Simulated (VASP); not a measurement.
# SiC (P6_3mc) in VASP: settings compared, part 2 of 2

VASP 6.6.1. Earlier steps stand in the parts before.

**4. Single point, PBE**

File INCAR:

```
ALGO = Normal
EDIFF = 1E-6
ENCUT = 520
GGA = PE
ISIF = 2
ISMEAR = 0
LASPH = True
LCHARG = True
LELF = True
LREAL = False
LVHAR = True
LWAVE = False
NBANDS = 16
NELM = 60
PREC = Accurate
SIGMA = 0.01
```

File KPOINTS:

```
k-points
0
Gamma
  9 9 4
```

File POSCAR:

```
SiC
1.0
    3.0753564100      0.0000000000      0.0000000000
   -1.5376782050      2.6633367767      0.0000000000
    0.0000000000      0.0000000000      5.0481087359
Si C
2 2
Direct
    0.3333333333      0.6666666667      0.4995917744
    0.6666666667      0.3333333333      0.9995917744
    0.3333333333      0.6666666667      0.8754082256
    0.6666666667      0.3333333333      0.3754082256
```

Potentials or basis: VASP PAW PBE potentials, release 64 (Si, C).

Run with:

```bash
> cat potpaw_PBE.64/Si/POTCAR potpaw_PBE.64/C/POTCAR > POTCAR
> mpirun -np 1 vasp_std > vasp.out
```

OUTCAR:

```text
EDIFF = 1E-6
   ENCUT = 520
   GGA = PE
   ISIF = 2
   ISMEAR = 0
   LASPH = True
   LREAL = False
   NELM = 60
   PREC = Accurate

 ion  position               nearest neighbor table
   1  0.333  0.667  0.500-   4 1.88   4 1.88   4 1.88   3 1.90   2 3.09   2 3.09   2 3.09   2 3.09
                             2 3.09   2 3.09
   2  0.667  0.333  1.000-   3 1.88   3 1.88   3 1.88   4 1.90   1 3.09   1 3.09   1 3.09   1 3.09
                             1 3.09   1 3.09
   3  0.333  0.667  0.875-   2 1.88   2 1.88   2 1.88   1 1.90
   4  0.667  0.333  0.375-   1 1.88   1 1.88   1 1.88   2 1.90

  LATTYP: Found a hexagonal cell.
 ALAT       =     3.0753564100
 C/A-ratio  =     1.6414711217

  Lattice vectors:

 A1 = (   3.0753564100,   0.0000000000,   0.0000000000)
 A2 = (  -1.5376782050,   2.6633367767,   0.0000000000)
 A3 = (   0.0000000000,   0.0000000000,   5.0481087359)

Analysis of symmetry for initial positions (statically):
=====================================================================
 Subroutine PRICEL returns:
 Original cell was already a primitive cell.

 Routine SETGRP: Setting up the symmetry group for a
 hexagonal supercell.

 Subroutine GETGRP returns: Found 12 space group operations
 (whereof  6 operations were pure point group operations)
 out of a pool of 24 trial point group operations.

The static configuration has the point symmetry C_3v.
 The point group associated with its full space group is C_6v.

Analysis of symmetry for dynamics (positions and initial velocities):
=====================================================================
 Subroutine PRICEL returns:
 Original cell was already a primitive cell.

 Routine SETGRP: Setting up the symmetry group for a
 hexagonal supercell.

 Subroutine GETGRP returns: Found 12 space group operations
 (whereof  6 operations were pure point group operations)
 out of a pool of 24 trial point group operations.
[... 127 lines left out ...]
  volume/ion in A,a.u.               =      10.34        69.76
  Fermi-wavevector in a.u.,A,eV,Ry     =   1.192975  2.254396 19.363673  1.423190
  Thomas-Fermi vector in A             =   2.329001
   LORBIT       =      0    0 simple, 1 ext, 2 COOP (PROOUT), +10 PAW based schemes
   GGA     = PE    functional components
   LHFCALC =     F    Hartree Fock is set to
   AEXX    =    0.0000 exact exchange contribution
   IVDW    =     0    specifies the selected vdW correction
   LEPSILON=     F    determine dielectric tensor
   LRPA    =     F    only Hartree local field effects (RPA)
 non-spin polarized calculation
 Gauss-broadening in eV      SIGMA  =   0.01
  energy-cutoff  :      520.00
  volume of cell :       41.35
 maximum number of plane-waves:      1124
 NGX is ok and might be reduce to    24
   NGX = 11   NGY = 11   NGZ = 19

 number of electron      16.0000000 magnetization

 Free energy of the ion-electron system (eV)
  ---------------------------------------------------
  ext. energy  EPLUGINS =         0.00000000
  ---------------------------------------------------
  free energy    TOTEN  =       -30.10325595 eV

  energy without entropy =      -30.10325595  energy(sigma->0) =      -30.10325595

 E-fermi :   8.3148     XC(G=0): -11.3520

 val. band max:        8.2644602412   @ k =   0.0000   0.0000   0.0000
 cond. band min:      10.5380226962   @ k =   0.3333   0.3333   0.0000
 fundamental gap:      2.2735624550
 Fermi energy:         8.3147728027

 k-point     1 :       0.0000    0.0000    0.0000
  band No.  band energies     occupation
      1      -7.3082      2.00000
      2      -3.7417      2.00000
      3      -0.4360      2.00000
      4       6.9484      2.00000
      5       6.9484      2.00000
      6       8.1516      2.00000
[... 433 lines left out ...]
      3       1.1281      2.00000
      4       1.1281      2.00000
      5       1.8123      2.00000
      6       3.7555      2.00000
[... 8 lines left out ...]
     15      20.2935      0.00000
     16      20.8349      0.00000

 [... further k-points ...]

------------------------ aborting loop because EDIFF is reached ----------------------------------------

  FORCE on cell =-STRESS in cart. coord.  units (eV):
  Direction    XX          YY          ZZ          XY          YZ          ZX
  --------------------------------------------------------------------------------------
  -------------------------------------------------------------------------------------
  Total        0.9080961      0.9080961      0.8569472      0.0000000      0.0000000      0.0000000
  in kB       35.1878038     35.1878038     33.2058354      0.0000000      0.0000000      0.0000000
  external PRESSURE =      34.5271477 kB  Pullay stress =       0.0000000 kB

 VOLUME and BASIS-vectors are now :
 -----------------------------------------------------------------------------
  energy-cutoff  :      520.00
  volume of cell :       41.35
      direct lattice vectors                 reciprocal lattice vectors
     3.075356410  0.000000000  0.000000000     0.325165563  0.187734426  0.000000000
    -1.537678205  2.663336777  0.000000000     0.000000000  0.375468851  0.000000000
     0.000000000  0.000000000  5.048108736     0.000000000  0.000000000  0.198093990

 POSITION                                       TOTAL-FORCE (eV/Angst)
 -----------------------------------------------------------------------------------
     -0.00000      1.77556      2.52199        -0.000000      0.000000      0.001667
      1.53768      0.88778      5.04605        -0.000000     -0.000000      0.001667
     -0.00000      1.77556      4.41916         0.000000      0.000000     -0.001667
      1.53768      0.88778      1.89510         0.000000      0.000000     -0.001667
 -----------------------------------------------------------------------------------
    total drift:                               -0.000000     -0.000000     -0.000188

  FREE ENERGIE OF THE ION-ELECTRON SYSTEM (eV)
  ---------------------------------------------------
  free  energy   TOTEN  =       -30.1032559476 eV

  energy  without entropy=      -30.1032559476  energy(sigma->0) =      -30.10325595
```

It took 18 s on 1 thread of Intel Xeon 6975P-C, shared host; peak memory 0.16 GiB.

What came out:

```
Free energy            : -30.1033 eV
Pressure               : 3.5 GPa
Band gap on the k mesh : 2.27 eV, indirect (least direct gap 4.01 eV)
```

Stress tensor (GPa, compression positive):
```
3.52 0.00 0.00
0.00 3.52 0.00
0.00 0.00 3.32
```

A k mesh can miss the band edges. A hybrid or GW would open this gap; PBE tends to underestimate it.

**5. Summary**

| level | potentials or basis | k mesh | gap on the mesh (eV) | pressure (GPa) | largest force (eV/Å) |
| --- | --- | --- | --- | --- | --- |
| LDA | VASP PAW LDA potentials, release 64 (Si, C) | 6 × 6 × 4 | 2.14 | -3.8 | 0.01 |
| r2SCAN | VASP PAW PBE potentials, release 64 (Si, C) | 6 × 6 × 4 | 2.66 | -0.2 | 0.01 |
| PBE | VASP PAW PBE potentials, release 64 (Si, C) | 9 × 9 × 4 | 2.27 | 3.5 | - |

Alike in all rows: task single point; no spin polarisation; cell as given; cutoff (eV) 520; smearing gaussian 0.01 eV.

Caveats: the PAW data sets were made with another functional, which shifts forces and pressure a little (some runs).

Total energies depend on the potentials used, so only differences within one code and one set of settings carry meaning.
